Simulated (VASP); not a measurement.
# SnO (P4/nmm) in VASP: notebook, part 2 of 2

VASP 6.6.1. Earlier steps stand in the parts before.

## (5) Single point, PBE (strain +0.000 along x and y, +0.030 along z)

Contents of INCAR:

```
PREC = Accurate
ENCUT = 520
EDIFF = 1E-7
ISMEAR = 0
SIGMA = 0.05
LREAL = False
LASPH = True
NELM = 100
ALGO = Normal
ISIF = 2
LWAVE = False
LCHARG = False
GGA = PE
NBANDS = 28
```

Contents of KPOINTS:

```
Automatic mesh
0
Gamma
  10 10 8
```

Contents of POSCAR:

```
SnO
1.0
    3.8681707514      0.0000000000      0.0000000000
    0.0000000000      3.8681707514      0.0000000000
    0.0000000000      0.0000000000      5.2192952050
Sn O
2 2
Direct
    0.0000000000      0.5000000000      0.2287361932
    0.5000000000      0.0000000000      0.7712638068
    0.0000000000      0.0000000000      0.0000000000
    0.5000000000      0.5000000000      0.0000000000
```

Potentials or basis: VASP PAW PBE potentials, release 64 (Sn_d, O).

Run with:

```sh
cat potpaw_PBE.64/Sn_d/POTCAR potpaw_PBE.64/O/POTCAR > POTCAR
mpirun -np 1 vasp_std > vasp.out
```

OUTCAR:

```text
PREC = Accurate
   ENCUT = 520
   EDIFF = 1E-7
   ISMEAR = 0
   LREAL = False
   LASPH = True
   NELM = 100
   ISIF = 2
   GGA = PE

 ion  position               nearest neighbor table
   1  0.000  0.500  0.229-   3 2.27   4 2.27   3 2.27   4 2.27   2 3.63   2 3.63   2 3.63   2 3.63

   2  0.500  0.000  0.771-   3 2.27   4 2.27   4 2.27   3 2.27   1 3.63   1 3.63   1 3.63   1 3.63

   3  0.000  0.000  0.000-   1 2.27   2 2.27   1 2.27   2 2.27
   4  0.500  0.500  0.000-   1 2.27   2 2.27   2 2.27   1 2.27

  LATTYP: Found a simple tetragonal cell.
 ALAT       =     3.8681707514
 C/A-ratio  =     1.3492928675

  Lattice vectors:

 A1 = (   3.8681707514,   0.0000000000,   0.0000000000)
 A2 = (   0.0000000000,   3.8681707514,   0.0000000000)
 A3 = (   0.0000000000,   0.0000000000,   5.2192952050)

Analysis of symmetry for initial positions (statically):
=====================================================================
 Subroutine PRICEL returns:
 Original cell was already a primitive cell.

 Routine SETGRP: Setting up the symmetry group for a
 simple tetragonal supercell.

 Subroutine GETGRP returns: Found 16 space group operations
[... 167 lines left out ...]
  ---------------------------------------------------
  free energy    TOTEN  =       -22.71064580 eV

  energy without entropy =      -22.71064580  energy(sigma->0) =      -22.71064580

 E-fermi :   6.0333     XC(G=0):  -9.6692

 val. band max:        5.8060531658   @ k =   0.0000   0.0000   0.0000
 cond. band min:       6.3228407978   @ k =   0.5000   0.5000   0.0000
 fundamental gap:      0.5167876320
 Fermi energy:         6.0332530875

 k-point     1 :       0.0000    0.0000    0.0000
  band No.  band energies     occupation
      1     -15.8659      2.00000
      2     -15.5602      2.00000
      3     -15.5400      2.00000
      4     -15.5400      2.00000
      5     -15.5238      2.00000
      6     -15.4993      2.00000
[... 733 lines left out ...]
     27      13.1910      0.00000
     28      15.4537      0.00000

 [... further k-points ...]
[... 5 lines left out ...]
  --------------------------------------------------------------------------------------
  -------------------------------------------------------------------------------------
  Total       -0.6434638     -0.6434638     -1.2870743      0.0000000      0.0000000      0.0000000
  in kB      -13.2011432    -13.2011432    -26.4052978      0.0000000      0.0000000      0.0000000
  external PRESSURE =     -17.6025281 kB  Pullay stress =       0.0000000 kB

 VOLUME and BASIS-vectors are now :
 -----------------------------------------------------------------------------
  energy-cutoff  :      520.00
  volume of cell :       78.09
      direct lattice vectors                 reciprocal lattice vectors
     3.868170751  0.000000000  0.000000000     0.258520129  0.000000000  0.000000000
     0.000000000  3.868170751  0.000000000     0.000000000  0.258520129  0.000000000
     0.000000000  0.000000000  5.219295205     0.000000000  0.000000000  0.191596750

 POSITION                                       TOTAL-FORCE (eV/Angst)
 -----------------------------------------------------------------------------------
      0.00000      1.93409      1.19384         0.000000     -0.000000     -0.460464
      1.93409      0.00000      4.02545        -0.000000      0.000000      0.460464
      0.00000      0.00000      0.00000         0.000000     -0.000000      0.000000
      1.93409      1.93409      0.00000         0.000000      0.000000      0.000000
 -----------------------------------------------------------------------------------
    total drift:                                0.000000      0.000000      0.000000

  FREE ENERGIE OF THE ION-ELECTRON SYSTEM (eV)
  ---------------------------------------------------
  free  energy   TOTEN  =       -22.7106458010 eV

  energy  without entropy=      -22.7106458010  energy(sigma->0) =      -22.71064580
```

OSZICAR:

```text
N       E                     dE             d eps       ncg     rms          rms(c)
DAV:   1     0.417245905321E+03    0.41725E+03   -0.19838E+04  6116   0.209E+03
DAV:   2     0.388958696026E+02   -0.37835E+03   -0.36296E+03  6136   0.538E+02
DAV:   3    -0.233979349657E+02   -0.62294E+02   -0.60926E+02  6748   0.181E+02
DAV:   4    -0.265500896071E+02   -0.31522E+01   -0.31351E+01  6628   0.437E+01
DAV:   5    -0.266257058168E+02   -0.75616E-01   -0.75606E-01  6388   0.734E+00    0.118E+01
DAV:   6    -0.227834089270E+02    0.38423E+01   -0.18823E+01  9480   0.465E+01    0.522E+00
DAV:   7    -0.227336954381E+02    0.49713E-01   -0.23777E+00  6928   0.890E+00    0.253E+00
DAV:   8    -0.227169508165E+02    0.16745E-01   -0.32154E-01  6940   0.361E+00    0.814E-01
DAV:   9    -0.227094849594E+02    0.74659E-02   -0.50379E-02  9268   0.207E+00    0.253E-01
DAV:  10    -0.227112830265E+02   -0.17981E-02   -0.96557E-03  7708   0.844E-01    0.187E-01
DAV:  11    -0.227106090598E+02    0.67397E-03   -0.37220E-03  8868   0.506E-01    0.274E-02
DAV:  12    -0.227106453517E+02   -0.36292E-04   -0.37448E-04  6144   0.126E-01    0.306E-02
DAV:  13    -0.227106458486E+02   -0.49692E-06   -0.35285E-05  6976   0.432E-02    0.585E-03
DAV:  14    -0.227106457723E+02    0.76348E-07   -0.24516E-06  7048   0.107E-02    0.330E-03
DAV:  15    -0.227106458010E+02   -0.28749E-07   -0.13899E-07  4856   0.319E-03
   1 F= -.22710646E+02 E0= -.22710646E+02  d E =-.439112E-13
```

stdout:

```text
POSCAR found type information on POSCAR SnO
 POSCAR found :  2 types and       4 ions
 scaLAPACK will be used
 LDA part: xc-table for (Slater+PW92), standard interpolation
 POSCAR, INCAR and KPOINTS ok, starting setup
 FFT: planning ... GRIDC
 FFT: planning ... GRID_SOFT
 FFT: planning ... GRID
 WAVECAR not read
 entering main loop
```

It took 2.5 min on 1 thread of Intel Xeon Platinum 8488C (Sapphire Rapids), shared host; peak memory 0.3 GiB.

What came out:

```
Free energy            : -22.7106 eV
Pressure               : -1.8 GPa
Largest force          : 0.460 eV/Å
Band gap on the k mesh : 0.52 eV, indirect (least direct gap 1.88 eV)
```

Forces in eV/Å, atoms in the order of the input:
```
Sn   0.000  0.000 -0.460
Sn   0.000  0.000  0.460
O    0.000  0.000  0.000
O    0.000  0.000  0.000
```

Stress tensor (GPa, compression positive):
```
-1.32  0.00  0.00
 0.00 -1.32  0.00
 0.00  0.00 -2.64
```

Caveat: the cell differs from its parent crystal (strain +0.000 along x and y, +0.030 along z); spin-orbit coupling is left out, which moves the levels of the heavy elements.

## (6) Single point, PBE (strain +0.030 along x and y, -0.030 along z)

Contents of INCAR:

```
SYSTEM = SnO
  ALGO = Normal
  EDIFF = 1E-6
  ENCUT = 520
  GGA = PE
  ISIF = 2
  ISMEAR = 0
  LASPH = .True.
  LCHARG = .False.
  LREAL = .False.
  LWAVE = .False.
  NBANDS = 28
  NELM = 100
  PREC = Accurate
  SIGMA = 0.05
```

Contents of KPOINTS:

```
k-points
0
Gamma
  10 10 8
  0 0 0
```

Contents of POSCAR:

```
SnO
1.0
    3.9842158739      0.0000000000      0.0000000000
    0.0000000000      3.9842158739      0.0000000000
    0.0000000000      0.0000000000      4.9152585912
Sn O
2 2
Direct
    0.0000000000      0.5000000000      0.2287361932
    0.5000000000      0.0000000000      0.7712638068
    0.0000000000      0.0000000000      0.0000000000
    0.5000000000      0.5000000000      0.0000000000
```

Potentials or basis: VASP PAW PBE potentials, release 64 (Sn_d, O).

Run with:

```sh
cat potpaw_PBE.64/Sn_d/POTCAR potpaw_PBE.64/O/POTCAR > POTCAR
mpirun -np 1 vasp_std > vasp.out
```

It took 2.4 min on 1 thread of Intel Xeon Platinum 8488C (Sapphire Rapids), shared host; peak memory 0.3 GiB.

It converged, with:

| Property | Result |
| --- | --- |
| Free energy | -22.6686 eV |
| Pressure | -2.8 GPa |
| Largest force | 0.044 eV/Å |
| Band gap on the k mesh | 0.77 eV, indirect (least direct gap 1.89 eV) |

Forces on the atoms (eV/Å):
```
Sn   0.000  0.000 -0.044
Sn   0.000  0.000  0.044
O    0.000  0.000  0.000
O    0.000  0.000  0.000
```

Stress tensor (GPa, compression positive):
```
-4.13  0.00  0.00
 0.00 -4.13  0.00
 0.00  0.00 -0.10
```

Levels at points of the mesh, in eV from the valence-band top:
| k point | band 18 | band 19 | band 20 | band 21 | band 22 | band 23 |
| --- | --- | --- | --- | --- | --- | --- |
| (0.00, 0.00, 0.00) | -2.66 | -2.66 | -0.05 | 1.90 | 4.39 | 4.94 |
| (0.50, 0.00, 0.00) | -4.05 | -1.91 | -1.91 | 3.31 | 3.31 | 5.65 |
| (0.50, 0.50, 0.00) | -2.03 | -1.41 | -1.41 | 0.77 | 0.77 | 4.97 |
| (0.00, 0.00, 0.50) | -2.67 | -2.67 | -1.31 | 1.53 | 3.37 | 3.37 |
| (0.50, 0.00, 0.50) | -4.09 | -1.15 | -1.15 | 2.76 | 2.76 | 5.49 |
| (0.50, 0.50, 0.50) | -2.12 | -2.03 | -2.03 | 2.97 | 2.97 | 4.07 |

Caveat: the cell differs from its parent crystal (strain +0.030 along x and y, -0.030 along z); spin-orbit coupling is left out, which moves the levels of the heavy elements. A k mesh can miss the band edges.

## (7) Summary

```tsv
cell	gap on the mesh (eV)	pressure (GPa)	largest force (eV/Å)
a = 3.984, b = 3.984, c = 5.143 Å, 4 atoms	0.76	-5.2	0.73
a = 3.984, b = 3.984, c = 5.219 Å, 4 atoms	0.76	-5.9	0.97
a = 3.926, b = 3.926, c = 4.991 Å, 4 atoms	0.64	-1.4	0.02
a = 3.868, b = 3.868, c = 5.219 Å, 4 atoms	0.52	-1.8	0.46
a = 3.984, b = 3.984, c = 4.915 Å, 4 atoms	0.77	-2.8	0.04
```

Alike in all rows: task single point; level PBE; potentials or basis VASP PAW PBE potentials, release 64 (Sn_d, O); no spin polarisation; k mesh 10 × 10 × 8; cutoff (eV) 520; smearing gaussian 0.05 eV.

Caveats: spin-orbit coupling is left out, which moves the levels of the heavy elements.

Total energies depend on the potentials used, so only differences within one code and one set of settings carry meaning.
